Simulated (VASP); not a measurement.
Set up this calculation in VASP 6.6.1, as the native input.

| Item | Value |
| --- | --- |
| Task | density of states |
| Functional | PBE |
| Potentials or basis | VASP PAW PBE potentials, release 64 (Cu, O) |
| Cutoff | 520 eV |
| k mesh | 13 × 13 × 7 |
| Occupations | fermi-dirac, width 0.05 eV |
| Spin | no spin polarisation |
| Dipole correction | no |
| k mesh for the DOS | 20 × 20 × 11 |
| Occupations for the DOS | tetrahedron |
| Further INCAR settings | ALGO = Normal; EDIFF = 1e-06 |

The system is CuO (wurtzite type).

```
CELL_PARAMETERS angstrom
3.14794 0.00000 0.00000
-1.57397 2.72620 0.00000
0.00000 0.00000 5.38604
ATOMIC_POSITIONS crystal
Cu 0.33333 0.66667 0.00882
Cu 0.66667 0.33333 0.50882
O 0.33333 0.66667 0.36718
O 0.66667 0.33333 0.86718
```

The input as run:

POSCAR

```
CuO
1.0
    3.1479437980      0.0000000000      0.0000000000
   -1.5739718990      2.7261992987      0.0000000000
    0.0000000000      0.0000000000      5.3860353229
Cu O
2 2
Direct
    0.3333333333      0.6666666667      0.0088223458
    0.6666666667      0.3333333333      0.5088223458
    0.3333333333      0.6666666667      0.3671776542
    0.6666666667      0.3333333333      0.8671776542
```

INCAR.step1

```
SYSTEM = CuO
PREC = Accurate
ENCUT = 520
EDIFF = 1E-6
ISMEAR = -1
SIGMA = 0.05
LREAL = .False.
LASPH = .True.
NELM = 100
ALGO = Normal
ISIF = 2
LWAVE = .False.
LCHARG = .True.
LMAXMIX = 4
GGA = PE
NBANDS = 25
```

KPOINTS.step1

```
Automatic mesh
0
Gamma
  13 13 7
  0 0 0
```

INCAR.step2

```
SYSTEM = CuO
PREC = Accurate
ENCUT = 520
EDIFF = 1E-6
ISMEAR = -5
SIGMA = 0.05
LREAL = .False.
LASPH = .True.
NELM = 100
ALGO = Normal
ISIF = 2
LWAVE = .False.
LCHARG = .False.
LMAXMIX = 4
GGA = PE
LORBIT = 11
NEDOS = 2001
ICHARG = 11
```

KPOINTS.step2

```
Automatic mesh
0
Gamma
  20 20 11
  0 0 0
```

Potentials or basis: VASP PAW PBE potentials, release 64 (Cu, O).

The run is started by

```sh
$ cat potpaw_PBE.64/Cu/POTCAR potpaw_PBE.64/O/POTCAR > POTCAR
$ cp INCAR.step1 INCAR
$ cp KPOINTS.step1 KPOINTS
$ mpirun -np 1 vasp_std > vasp.out
$ cp INCAR.step2 INCAR
$ cp KPOINTS.step2 KPOINTS
$ mpirun -np 1 vasp_std > vasp.out
```

Results of the run:

- Valence electrons inside the program's atomic spheres: Cu 9.87; O 4.94

Caveat: semilocal functionals often make such compounds metallic where correlation or magnetic order opens a gap, which also shifts bond lengths.

It took 83 s on 1 thread of Intel(R) Xeon(R) 6975P-C (Granite Rapids), on a shared host, peak memory 0.32 GiB.
